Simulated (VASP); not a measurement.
# Pb (Fm-3m) in VASP: notebook

Pb is run at these levels: PBE; tasks: single point.

Program: VASP 6.6.1. These are calculated values, not measurements. Logs are shortened: lines on timing, memory, paths and dates and some standing lists are left out, and cuts for length are marked.

## 1. The cell of the first run

It takes space group Fm-3m (No. 225, cubic). Conventional cell: a = 5.035 Å, b = 5.035 Å, c = 5.035 Å, α = 90.00°, β = 90.00°, γ = 90.00°. Pb (site symmetry m-3m) has 12 Pb at 3.56 Å within 4.7 Å.

## 2. Single point, PBE

INCAR reads:

```
SYSTEM = Pb
ALGO     = Normal         ! electronic algorithm
EDIFF    = 1E-6           ! SCF threshold, eV
ENCUT    = 520            ! plane-wave cutoff, eV
GGA      = PE             ! functional
ISIF     = 2              ! what is computed and relaxed
ISMEAR   = 1              ! smearing method
LASPH    = .True.         ! aspherical terms in the spheres
LCHARG   = .False.        ! write CHGCAR
LREAL    = .False.        ! projectors in reciprocal space
LWAVE    = .False.        ! write WAVECAR
NBANDS   = 13             ! bands
NELM     = 80             ! most SCF steps
PREC     = Accurate       ! precision mode
SIGMA    = 1.0            ! smearing width, eV
```

KPOINTS reads:

```
k-points
0
Gamma
  11 11 11
  0 0 0
```

POSCAR reads:

```
Pb
1.0
    0.0000000000      2.5175937382      2.5175937382
    2.5175937382      0.0000000000      2.5175937382
    2.5175937382      2.5175937382      0.0000000000
Pb
1
Direct
    0.0000000000      0.0000000000      0.0000000000
```

Potentials or basis: VASP PAW PBE potentials, release 64 (Pb_d).

On the command line:

```console
$ cat potpaw_PBE.64/Pb_d/POTCAR > POTCAR
$ mpirun -np 1 vasp_std > vasp.out
```

OUTCAR:

```text
SYSTEM = Pb
   EDIFF = 1E-6
   ENCUT = 520
   GGA = PE
   ISIF = 2
   ISMEAR = 1
   LASPH = .True.
   LREAL = .False.
   NELM = 80
   PREC = Accurate

 ion  position               nearest neighbor table
   1  0.000  0.000  0.000-

  LATTYP: Found a face centered cubic cell.
 ALAT       =     5.0351874764

  Lattice vectors:

 A1 = (   0.0000000000,   2.5175937382,   2.5175937382)
 A2 = (   2.5175937382,   0.0000000000,   2.5175937382)
 A3 = (   2.5175937382,   2.5175937382,   0.0000000000)

Analysis of symmetry for initial positions (statically):
=====================================================================
 Subroutine PRICEL returns:
 Original cell was already a primitive cell.

 Routine SETGRP: Setting up the symmetry group for a
 face centered cubic supercell.

 Subroutine GETGRP returns: Found 48 space group operations
 (whereof 48 operations were pure point group operations)
 out of a pool of 48 trial point group operations.

The static configuration has the point symmetry O_h .

Analysis of symmetry for dynamics (positions and initial velocities):
=====================================================================
 Subroutine PRICEL returns:
 Original cell was already a primitive cell.

 Routine SETGRP: Setting up the symmetry group for a
 face centered cubic supercell.

 Subroutine GETGRP returns: Found 48 space group operations
 (whereof 48 operations were pure point group operations)
 out of a pool of 48 trial point group operations.

The dynamic configuration has the point symmetry O_h .

 Subroutine INISYM returns: Found 48 space group operations
 (whereof 48 operations are pure point group operations),
 and found     1 'primitive' translations

----------------------------------------------------------------------------------------

                                     Primitive cell

  volume of cell :      31.9144

  direct lattice vectors                    reciprocal lattice vectors
     0.000000000  2.517593738  2.517593738    -0.198602337  0.198602337  0.198602337
     2.517593738  0.000000000  2.517593738     0.198602337 -0.198602337  0.198602337
     2.517593738  2.517593738  0.000000000     0.198602337  0.198602337 -0.198602337

  length of vectors
     3.560415209  3.560415209  3.560415209     0.343989338  0.343989338  0.343989338

  position of ions in fractional coordinates (direct lattice)
     0.000000000  0.000000000  0.000000000

  ion indices of the primitive-cell ions
[... 81 lines left out ...]
   ISYM   =      2    0-nonsym 1-usesym 2-fastsym
   POTIM  = 0.5000    time-step for ionic-motion
   TEBEG  =    0.0;   TEEND  =   0.0 temperature during run
   PSTRESS=    0.0 pullay stress
   NELECT =      14.0000    total number of electrons
   NUPDOWN=      -1.0000    fix difference up-down
   EMIN   =  10.00;   EMAX   =-10.00  energy-range for DOS
   EFERMI =   0.00;   METHOD = LEGACY
   ISMEAR =     1;   SIGMA  =   1.00  broadening in eV -4-tet -1-fermi 0-gaus
   EFERMI_NEDOS =   21; number of points for ismear=-14 and -15
   IALGO  =     38    algorithm
   IMIX   =      4    mixing-type and parameters
     AMIX     =   0.40;   BMIX     =  1.00
     AMIX_MAG =   1.60;   BMIX_MAG =  1.00
  volume/ion in A,a.u.               =      31.91       215.37
  Fermi-wavevector in a.u.,A,eV,Ry     =   1.243909  2.350647 21.052417  1.547309
  Thomas-Fermi vector in A             =   2.378199
   LORBIT       =      0    0 simple, 1 ext, 2 COOP (PROOUT), +10 PAW based schemes
   GGA     = PE    functional components
   LHFCALC =     F    Hartree Fock is set to
   AEXX    =    0.0000 exact exchange contribution
   IVDW    =     0    specifies the selected vdW correction
   LEPSILON=     F    determine dielectric tensor
   LRPA    =     F    only Hartree local field effects (RPA)
 non-spin polarized calculation
 Methfessel and Paxton  Order N= 1 SIGMA  =   1.00
  energy-cutoff  :      520.00
  volume of cell :       31.91
 maximum number of plane-waves:       881
   NGX = 13   NGY = 13   NGZ = 13

 number of electron      14.0000003 magnetization

 Free energy of the ion-electron system (eV)
  ---------------------------------------------------
  ext. energy  EPLUGINS =         0.00000000
  ---------------------------------------------------
  free energy    TOTEN  =        -3.56142030 eV

  energy without entropy =       -3.56968485  energy(sigma->0) =       -3.56417515

 E-fermi :   6.7540     XC(G=0):  -9.9417

 val. band max:        6.6828663487   @ k =   0.3636   0.2727   0.0000
 cond. band min:       6.7740643656   @ k =   0.2727   0.0000   0.0000
 fundamental gap:      0.0911980169
 Fermi energy:         6.7539545560

 k-point     1 :       0.0000    0.0000    0.0000
  band No.  band energies     occupation
      1     -10.3175      2.00000
      2     -10.3175      2.00000
      3     -10.3175      2.00000
      4     -10.1984      2.00000
      5     -10.1984      2.00000
      6      -4.6957      2.00000
      7      13.7416     -0.00000
      8      13.7416     -0.00000
      9      13.7416     -0.00000
     10      16.4486     -0.00000
     11      17.4150     -0.00000
     12      18.8375     -0.00000
     13      18.8375     -0.00000
[... 354 lines left out ...]
  band No.  band energies     occupation
      1     -10.3102      2.00000
      2     -10.2880      2.00000
      3     -10.2355      2.00000
      4     -10.2224      2.00000
      5     -10.1364      2.00000
      6      -3.1171      2.00000
      7       7.4173      0.10716
      8       9.1379     -0.00383
      9      13.1567     -0.00000
     10      16.2482     -0.00000
     11      17.6029     -0.00000
     12      18.7803     -0.00000
     13      19.1808     -0.00000

 [... further k-points ...]

------------------------ aborting loop because EDIFF is reached ----------------------------------------

  FORCE on cell =-STRESS in cart. coord.  units (eV):
  Direction    XX          YY          ZZ          XY          YZ          ZX
  --------------------------------------------------------------------------------------
  -------------------------------------------------------------------------------------
  Total        0.0018503      0.0018503      0.0018503      0.0000000      0.0000000     -0.0000000
  in kB        0.0928885      0.0928885      0.0928885      0.0000000      0.0000000     -0.0000000
  external PRESSURE =       0.0928885 kB  Pullay stress =       0.0000000 kB

 VOLUME and BASIS-vectors are now :
 -----------------------------------------------------------------------------
  energy-cutoff  :      520.00
  volume of cell :       31.91
      direct lattice vectors                 reciprocal lattice vectors
     0.000000000  2.517593738  2.517593738    -0.198602337  0.198602337  0.198602337
     2.517593738  0.000000000  2.517593738     0.198602337 -0.198602337  0.198602337
     2.517593738  2.517593738  0.000000000     0.198602337  0.198602337 -0.198602337

 POSITION                                       TOTAL-FORCE (eV/Angst)
 -----------------------------------------------------------------------------------
      0.00000      0.00000      0.00000        -0.000000      0.000000      0.000000
 -----------------------------------------------------------------------------------
    total drift:                               -0.000000     -0.000000     -0.000000

  FREE ENERGIE OF THE ION-ELECTRON SYSTEM (eV)
  ---------------------------------------------------
  free  energy   TOTEN  =        -3.5614203012 eV

  energy  without entropy=       -3.5696848462  energy(sigma->0) =       -3.56417515
```

Wall time 35 s (1 thread of AMD EPYC, shared host); peak memory 0.13 GiB.

What came out:

| Property | Result |
| --- | --- |
| Free energy | -3.5614 eV |
| Pressure | 0.0 GPa |
| Band gap on the k mesh | zero (bands 7 and 8 overlap by 8.37 eV) |

Levels at points of the mesh, in eV from the Fermi level:
```tsv
k point	band 4	band 5	band 6	band 7	band 8	band 9	band 10	band 11
(0.00, 0.00, 0.00)	-16.95	-16.95	-11.45	6.99	6.99	6.99	9.69	10.66
```

Caveat: so wide a smearing shifts energies and pressures; spin-orbit coupling is left out, which moves the levels of the heavy elements.

## 3. Single point, PBE

INCAR reads:

```
SYSTEM = Pb
PREC = Accurate
ENCUT = 520
EDIFF = 1E-6
ISMEAR = -1
SIGMA = 0.1
LREAL = .FALSE.
LASPH = .TRUE.
NELM = 60
ALGO = Normal
ISIF = 2
LWAVE = .FALSE.
LCHARG = .FALSE.
GGA = PE
NBANDS = 13
```

KPOINTS reads:

```
Automatic mesh
0
G
  12 12 12
  0 0 0
```

POSCAR is that of step 2.

Potentials or basis: VASP PAW PBE potentials, release 64 (Pb_d).

On the command line:

```console
$ cat potpaw_PBE.64/Pb_d/POTCAR > POTCAR
$ mpirun -np 1 vasp_std > vasp.out
```

Wall time 46 s (1 thread of AMD EPYC, shared host); peak memory 0.14 GiB.

The run converged. Its results:

* Free energy: -3.5668 eV
* Pressure: 0.3 GPa
* Band gap on the k mesh: zero (bands 7 and 8 overlap by 8.46 eV)

Levels at points of the mesh, in eV from the Fermi level:
```csv
k point,band 5,band 6,band 7,band 8,band 9,band 10
"(0.00, 0.00, 0.00)",-16.95,-11.45,6.98,6.98,6.98,9.69
"(0.50, 0.00, 0.00)",-16.84,-8.12,-3.99,5.27,5.27,8.99
"(0.50, 0.50, 0.00)",-16.81,-6.83,-3.11,1.96,1.96,5.20
```

Caveat: spin-orbit coupling is left out, which moves the levels of the heavy elements.

## 4. Single point, PBE

INCAR reads:

```
PREC = Accurate ; ENCUT = 520
EDIFF = 1E-6 ; ISMEAR = -1
SIGMA = 0.1 ; LREAL = F
LASPH = T ; NELM = 60
ALGO = Normal ; ISIF = 2
LWAVE = F ; LCHARG = F
GGA = PE ; NBANDS = 13
```

KPOINTS reads:

```
Automatic mesh
0
Gamma
  16 16 16
```

POSCAR is that of step 3.

On the command line:

```console
$ cat potpaw_PBE.64/Pb_d/POTCAR > POTCAR
$ mpirun -np 1 vasp_std > vasp.out
```

It took 2.6 min on 1 thread of AMD EPYC, shared host; peak memory 0.16 GiB.

It converged, with:

```
Free energy            : -3.5731 eV
Pressure               : 0.0 GPa
Band gap on the k mesh : zero (bands 7 and 8 overlap by 8.60 eV)
```

Levels at points of the mesh, in eV from the Fermi level:
```csv
k point,band 5,band 6,band 7,band 8,band 9,band 10
"(0.00, 0.00, 0.00)",-16.96,-11.46,6.98,6.98,6.98,9.69
"(0.50, 0.00, 0.00)",-16.84,-8.12,-4.00,5.26,5.26,8.98
"(0.50, 0.50, 0.00)",-16.82,-6.83,-3.11,1.95,1.95,5.19
```

Caveat: spin-orbit coupling is left out, which moves the levels of the heavy elements.

## 5. Single point, PBE

INCAR reads:

```
  PREC = Accurate
  ENCUT = 520
  EDIFF = 1E-6
  ISMEAR = -1
  SIGMA = 0.1
  LREAL = False
  LASPH = True
  NELM = 60
  ALGO = Normal
  ISIF = 2
  LWAVE = False
  LCHARG = False
  GGA = PE
  NBANDS = 13
```

KPOINTS reads:

```
regular mesh
0
Gamma
  18 18 18
```

POSCAR is that of step 4.

On the command line:

```console
$ cat potpaw_PBE.64/Pb_d/POTCAR > POTCAR
$ mpirun -np 1 vasp_std > vasp.out
```

Run time: 2 min. Hardware: 1 thread of AMD EPYC, shared host; peak memory 0.18 GiB.

It converged, with:

```
Free energy            : -3.5716 eV
Pressure               : 0.1 GPa
Band gap on the k mesh : zero (bands 7 and 8 overlap by 8.46 eV)
```

Levels at points of the mesh, in eV from the Fermi level:
```
           k point  band 4  band 5  band 6  band 7  band 8  band 9  band 10  band 11
(0.00, 0.00, 0.00)  -16.96  -16.96  -11.45    6.98    6.98    6.98     9.69    10.66
(0.50, 0.00, 0.00)  -16.84  -16.84   -8.12   -3.99    5.27    5.27     8.98     9.17
(0.50, 0.50, 0.00)  -16.81  -16.81   -6.83   -3.11    1.96    1.96     5.20     6.46
```

Caveat: spin-orbit coupling is left out, which moves the levels of the heavy elements.

## 6. The runs side by side

| k mesh | smearing | gap on the mesh (eV) | pressure (GPa) |
| --- | --- | --- | --- |
| 11 × 11 × 11 | methfessel-paxton 1 eV | none | 0.0 |
| 12 × 12 × 12 | fermi-dirac 0.1 eV | none | 0.3 |
| 16 × 16 × 16 | fermi-dirac 0.1 eV | none | 0.0 |
| 18 × 18 × 18 | fermi-dirac 0.1 eV | none | 0.1 |

Alike in all rows: task single point; level PBE; potentials or basis VASP PAW PBE potentials, release 64 (Pb_d); no spin polarisation; cell as given; cutoff (eV) 520.

Caveats: spin-orbit coupling is left out, which moves the levels of the heavy elements; so wide a smearing shifts energies and pressures (at least some runs).

Absolute energies hang on the potentials; compare differences alone.

The gap in the log of VASP goes by the Fermi energy; the results here count the filled bands.